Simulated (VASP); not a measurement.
A run of VASP 6.6.1:

Contents of INCAR:

```
  PREC = Accurate
  ENCUT = 520
  EDIFF = 1E-7
  ISMEAR = -1
  SIGMA = 0.15
  LREAL = F
  LASPH = T
  NELM = 100
  ALGO = Normal
  ISIF = 2
  LWAVE = F
  LCHARG = F
  GGA = PS
  NBANDS = 12
```

File KPOINTS:

```
regular mesh
0
Gamma
  20 20 20
```

File POSCAR:

```
Ag
1.0
   -1.6018794978      1.6018794978      1.6018794978
    1.6018794978     -1.6018794978      1.6018794978
    1.6018794978      1.6018794978     -1.6018794978
Ag
1
Direct
    0.0000000000      0.0000000000      0.0000000000
```

Potentials or basis: VASP PAW PBE potentials, release 64 (Ag).

Command:

```console
$ cat potpaw_PBE.64/Ag/POTCAR > POTCAR
$ mpirun -np 1 vasp_std > vasp.out
```

Hardware: 1 thread of Intel(R) Xeon(R) Platinum 8559C (Emerald Rapids), on a shared host.

Problem. How long does it take, and how much memory?

Solution. Wall time 23 s on 1 thread of Intel(R) Xeon(R) Platinum 8559C (Emerald Rapids), with other jobs on the host, peak memory 0.17 GiB. Counts: scf iterations 12, k points 256.
